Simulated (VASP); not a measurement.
# TiN (Fm-3m) in VASP: single point with LDA

Aim: the single point of TiN with LDA.

Everything below comes from runs of VASP 6.6.1. Logs are shortened: lines on timing, memory, paths and dates and some standing lists are left out, and cuts for length are marked.

### Step 1. The cell of the first run

It takes space group Fm-3m (No. 225, cubic). The conventional cell has a = 4.173 Å, b = 4.173 Å, c = 4.173 Å, α = 90.00°, β = 90.00°, γ = 90.00°. Ti (site symmetry m-3m) has 6 N at 2.09 Å within 2.8 Å. N (site symmetry m-3m) has 6 Ti at 2.09 Å within 2.8 Å.

### Step 2. Single point, LDA

Input file INCAR:

```
SYSTEM = TiN
PREC     = Accurate       ! precision mode
ENCUT    = 1330           ! plane-wave cutoff, eV
EDIFF    = 1E-6           ! SCF threshold, eV
ISMEAR   = 0              ! smearing method
SIGMA    = 0.1            ! smearing width, eV
LREAL    = .FALSE.        ! projectors in reciprocal space
LASPH    = .TRUE.         ! aspherical terms in the spheres
NELM     = 120            ! most SCF steps
ALGO     = Normal         ! electronic algorithm
ISIF     = 2              ! what is computed and relaxed
LWAVE    = .FALSE.        ! write WAVECAR
LCHARG   = .TRUE.         ! write CHGCAR
GGA      = CA             ! functional
LELF     = .TRUE.         ! ELF
LVHAR    = .TRUE.       
NBANDS   = 16             ! bands
GGA_COMPAT= .FALSE.
```

Input file KPOINTS:

```
regular mesh
0
G
  8 8 8
  0 0 0
```

Input file POSCAR:

```
TiN
1.0
    0.0000000000      2.0864398362      2.0864398362
    2.0864398362      0.0000000000      2.0864398362
    2.0864398362      2.0864398362      0.0000000000
Ti N
1 1
Direct
    0.0000000000      0.0000000000      0.0000000000
    0.5000000000      0.5000000000      0.5000000000
```

Potentials or basis: VASP PAW LDA potentials, release 64 (Ti_sv, N_h).

On the command line:

```
$ cat potpaw_LDA.64/Ti_sv/POTCAR potpaw_LDA.64/N_h/POTCAR > POTCAR
$ mpirun -np 1 vasp_std > vasp.out
```

OUTCAR:

```text
SYSTEM = TiN
   PREC = Accurate
   ENCUT = 1330
   EDIFF = 1E-6
   ISMEAR = 0
   LREAL = .FALSE.
   LASPH = .TRUE.
   NELM = 120
   ISIF = 2
   GGA = CA

 ion  position               nearest neighbor table
   1  0.000  0.000  0.000-   2 2.09   2 2.09   2 2.09   2 2.09   2 2.09   2 2.09
   2  0.500  0.500  0.500-   1 2.09   1 2.09   1 2.09   1 2.09   1 2.09   1 2.09

  LATTYP: Found a face centered cubic cell.
 ALAT       =     4.1728796724

  Lattice vectors:

 A1 = (   0.0000000000,   2.0864398362,   2.0864398362)
 A2 = (   2.0864398362,   0.0000000000,   2.0864398362)
 A3 = (   2.0864398362,   2.0864398362,   0.0000000000)

Analysis of symmetry for initial positions (statically):
=====================================================================
 Subroutine PRICEL returns:
 Original cell was already a primitive cell.

 Routine SETGRP: Setting up the symmetry group for a
 face centered cubic supercell.

 Subroutine GETGRP returns: Found 48 space group operations
 (whereof 48 operations were pure point group operations)
 out of a pool of 48 trial point group operations.

The static configuration has the point symmetry O_h .

Analysis of symmetry for dynamics (positions and initial velocities):
=====================================================================
 Subroutine PRICEL returns:
 Original cell was already a primitive cell.

 Routine SETGRP: Setting up the symmetry group for a
 face centered cubic supercell.

 Subroutine GETGRP returns: Found 48 space group operations
 (whereof 48 operations were pure point group operations)
 out of a pool of 48 trial point group operations.

The dynamic configuration has the point symmetry O_h .

 Subroutine INISYM returns: Found 48 space group operations
 (whereof 48 operations are pure point group operations),
 and found     1 'primitive' translations

----------------------------------------------------------------------------------------

                                     Primitive cell

  volume of cell :      18.1655

  direct lattice vectors                    reciprocal lattice vectors
     0.000000000  2.086439836  2.086439836    -0.239642664  0.239642664  0.239642664
     2.086439836  0.000000000  2.086439836     0.239642664 -0.239642664  0.239642664
     2.086439836  2.086439836  0.000000000     0.239642664  0.239642664 -0.239642664

  length of vectors
     2.950671513  2.950671513  2.950671513     0.415073269  0.415073269  0.415073269

  position of ions in fractional coordinates (direct lattice)
     0.000000000  0.000000000  0.000000000
     0.500000000  0.500000000  0.500000000

[... 78 lines left out ...]
   EDIFFG = 0.1E-04   stopping-criterion for IOM
   NSW    =      0    number of steps for IOM
   IBRION =     -1    ionic relax: 0-MD 1-quasi-New 2-CG
   NFREE  =      0    steps in history (QN), initial steepest desc. (CG)
   ISIF   =      2    stress and relaxation
   ISYM   =      2    0-nonsym 1-usesym 2-fastsym
   POTIM  = 0.5000    time-step for ionic-motion
   TEBEG  =    0.0;   TEEND  =   0.0 temperature during run
   PSTRESS=    0.0 pullay stress
   NELECT =      17.0000    total number of electrons
   NUPDOWN=      -1.0000    fix difference up-down
   EMIN   =  10.00;   EMAX   =-10.00  energy-range for DOS
   EFERMI =   0.00;   METHOD = LEGACY
   ISMEAR =     0;   SIGMA  =   0.10  broadening in eV -4-tet -1-fermi 0-gaus
   EFERMI_NEDOS =   21; number of points for ismear=-14 and -15
   IALGO  =     38    algorithm
   IMIX   =      4    mixing-type and parameters
     AMIX     =   0.40;   BMIX     =  1.00
     AMIX_MAG =   1.60;   BMIX_MAG =  1.00
  volume/ion in A,a.u.               =       9.08        61.29
  Fermi-wavevector in a.u.,A,eV,Ry     =   1.601309  3.026036 34.887951  2.564192
  Thomas-Fermi vector in A             =   2.698308
   LORBIT       =      0    0 simple, 1 ext, 2 COOP (PROOUT), +10 PAW based schemes
   GGA     = CA    functional components
   LHFCALC =     F    Hartree Fock is set to
   AEXX    =    0.0000 exact exchange contribution
   IVDW    =     0    specifies the selected vdW correction
   LEPSILON=     F    determine dielectric tensor
   LRPA    =     F    only Hartree local field effects (RPA)
 non-spin polarized calculation
 Gauss-broadening in eV      SIGMA  =   0.10
  energy-cutoff  :     1330.00
  volume of cell :       18.17
 maximum number of plane-waves:      2018
   NGX = 17   NGY = 17   NGZ = 17

 number of electron      17.0000000 magnetization

 Free energy of the ion-electron system (eV)
  ---------------------------------------------------
  ext. energy  EPLUGINS =         0.00000000
  ---------------------------------------------------
  free energy    TOTEN  =       -21.66596000 eV

  energy without entropy =      -21.65753414  energy(sigma->0) =      -21.66174707

 E-fermi :  12.2611     XC(G=0): -13.6606

 val. band max:       12.2542209653   @ k =   0.3750   0.1250   0.0000
 cond. band min:      12.2857487227   @ k =  -0.3750   0.3750   0.1250
 fundamental gap:      0.0315277574
 Fermi energy:        12.2610741684

 k-point     1 :       0.0000    0.0000    0.0000
  band No.  band energies     occupation
      1     -44.8206      2.00000
      2     -21.1370      2.00000
      3     -21.1370      2.00000
      4     -21.1370      2.00000
      5      -4.8888      2.00000
      6      10.1772      2.00000
[... 433 lines left out ...]
      3     -21.4028      2.00000
      4     -21.2711      2.00000
      5      -2.5333      2.00000
      6       4.8913      2.00000
[... 8 lines left out ...]
     15      25.5531      0.00000
     16      26.5739      0.00000

 [... further k-points ...]

------------------------ aborting loop because EDIFF is reached ----------------------------------------

  FORCE on cell =-STRESS in cart. coord.  units (eV):
  Direction    XX          YY          ZZ          XY          YZ          ZX
  --------------------------------------------------------------------------------------
  -------------------------------------------------------------------------------------
  Total        0.1016887      0.1016887      0.1016887      0.0000000      0.0000000      0.0000000
  in kB        8.9688260      8.9688260      8.9688260      0.0000000      0.0000000      0.0000000
  external PRESSURE =       8.9688260 kB  Pullay stress =       0.0000000 kB

 VOLUME and BASIS-vectors are now :
 -----------------------------------------------------------------------------
  energy-cutoff  :     1330.00
  volume of cell :       18.17
      direct lattice vectors                 reciprocal lattice vectors
     0.000000000  2.086439836  2.086439836    -0.239642664  0.239642664  0.239642664
     2.086439836  0.000000000  2.086439836     0.239642664 -0.239642664  0.239642664
     2.086439836  2.086439836  0.000000000     0.239642664  0.239642664 -0.239642664

 POSITION                                       TOTAL-FORCE (eV/Angst)
 -----------------------------------------------------------------------------------
      0.00000      0.00000      0.00000         0.000000      0.000000     -0.000000
      2.08644      2.08644      2.08644         0.000000      0.000000      0.000000
 -----------------------------------------------------------------------------------
    total drift:                                0.000000      0.000000      0.000000

  FREE ENERGIE OF THE ION-ELECTRON SYSTEM (eV)
  ---------------------------------------------------
  free  energy   TOTEN  =       -21.6659600001 eV

  energy  without entropy=      -21.6575341381  energy(sigma->0) =      -21.66174707
```

Run time: 32 s. Hardware: 1 thread of Intel Xeon Platinum 8259CL at 2.50GHz (Skylake/Cascade Lake), shared host; peak memory 0.2 GiB.

What came out:

```yaml
Free_energy: -21.6660 eV
Pressure: 0.9 GPa
Band_gap_on_the_k_mesh: zero (an odd number of electrons rules out a gap without spin polarisation)
```

Caveat: an odd number of electrons without spin polarisation forces a metal; a magnetic or distorted state may lie lower.

The gap in the log of VASP goes by the Fermi energy; the results here count the filled bands.